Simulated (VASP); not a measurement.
## PtS2: single point with PBE+D3(BJ)

Crystal: PtS2.

```
Pt S
1.0
     3.58307    0.00000    0.00000
    -1.79153    3.10303    0.00000
     0.00000    0.00000    4.66399
Pt S
1 2
Direct
  0.00000 0.00000 0.00000
  0.33333 0.66667 0.25863
  0.66667 0.33333 0.74137
```

- Program: VASP 6.6.1
- Task: single point
- Functional: PBE
- Dispersion: D3(BJ)
- Potentials or basis: VASP PAW PBE potentials, release 64 (Pt, S)
- Cutoff: 520 eV
- k mesh: 12 × 12 × 8
- Occupations: gaussian, width 0.01 eV
- Spin: no spin polarisation
- Dipole correction: no
- Further INCAR settings: ALGO = Normal; EDIFF = 1e-06; NBANDS = 18

The pressure is -0.5 GPa. The largest force is 0.039 eV/Å, the band gap on the k mesh is 0.07 eV, indirect (least direct gap 0.69 eV) and the dispersion energy per atom is -0.451 eV.

Forces on the atoms (eV/Å):
```
Pt   0.000  0.000  0.000
S    0.000  0.000 -0.039
S    0.000  0.000  0.039
```

Stress tensor (GPa, compression positive):
```
-0.53  0.00  0.00
 0.00 -0.53  0.00
 0.00  0.00 -0.30
```

Levels at points of the mesh, in eV from the valence-band top:
| k point | band 7 | band 8 | band 9 | band 10 | band 11 | band 12 | band 13 | band 14 | band 15 | band 16 |
| --- | --- | --- | --- | --- | --- | --- | --- | --- | --- | --- |
| (0.00, 0.00, 0.00) | -4.27 | -2.53 | -1.64 | -1.64 | 0.00 | 1.12 | 1.12 | 3.58 | 4.97 | 7.35 |
| (0.50, 0.00, 0.00) | -4.13 | -4.09 | -3.63 | -3.54 | -3.00 | 0.71 | 2.25 | 5.21 | 6.26 | 7.21 |
| (0.00, 0.00, 0.50) | -4.33 | -3.31 | -2.17 | -2.17 | -1.58 | 2.21 | 2.21 | 5.25 | 6.78 | 6.79 |
| (0.50, 0.00, 0.50) | -3.68 | -3.66 | -3.29 | -3.22 | -1.59 | 0.73 | 1.59 | 4.84 | 5.04 | 7.60 |

It took 120 s on 1 thread of Intel(R) Xeon(R) Platinum 8375C CPU @ 2.90GHz (Ice Lake), with other jobs on the host, peak memory 0.26 GiB.

Caveat: spin-orbit coupling is left out, which moves the levels of the heavy elements. A k mesh can miss the band edges.
